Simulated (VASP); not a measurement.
Runs of VASP 6.6.1 on Sc3H2. The structure is that of space group P-3m1 (No. 164), or close to it. The cells are those of the table. 

| task | cell | k mesh | cutoff (eV) | gap on the mesh (eV) | pressure (GPa) | relaxed volume (Å³/atom) | largest force (eV/Å) |
| --- | --- | --- | --- | --- | --- | --- | --- |
| single point | a = 3.241, b = 3.241, c = 7.896 Å, angles 90.0, 90.0, 120.0°, 5 atoms | 12 × 12 × 6 | 520 | none | 0.1 | - | 0.01 |
| relaxation of cell and atoms | relaxed from a = 3.235, b = 3.235, c = 7.912 Å, angles 90.0, 90.0, 120.0°, 5 atoms | 12 × 12 × 6 | 600 | none | 0.0 | (a) | 0.01 |
| single point | a = 3.705, b = 3.705, c = 5.764 Å, angles 90.0, 90.0, 120.0°, 5 atoms | 6 × 6 × 4 | 520 | none | 6.3 | - | 0.78 |
| single point | a = 3.235, b = 3.235, c = 7.912 Å, angles 90.0, 90.0, 120.0°, 5 atoms | 6 × 6 × 4 | 520 | none | 0.1 | - | 0.01 |
| relaxation of cell and atoms | relaxed from a = 3.705, b = 3.705, c = 5.764 Å, angles 90.0, 90.0, 120.0°, 5 atoms | 6 × 6 × 4 | 600 | none | 0.0 | 14.36 | 0.03 |

Alike in all rows: level PBE; potentials or basis VASP PAW PBE potentials, release 64 (Sc_sv, H); no spin polarisation; smearing gaussian 0.1 eV.

**Question.** Estimate the missing entries.

**Answer.** (a) 14.40.

Caveats: some runs use coarse meshes.

A gap of «none» marks levels without a gap at the run's occupations.
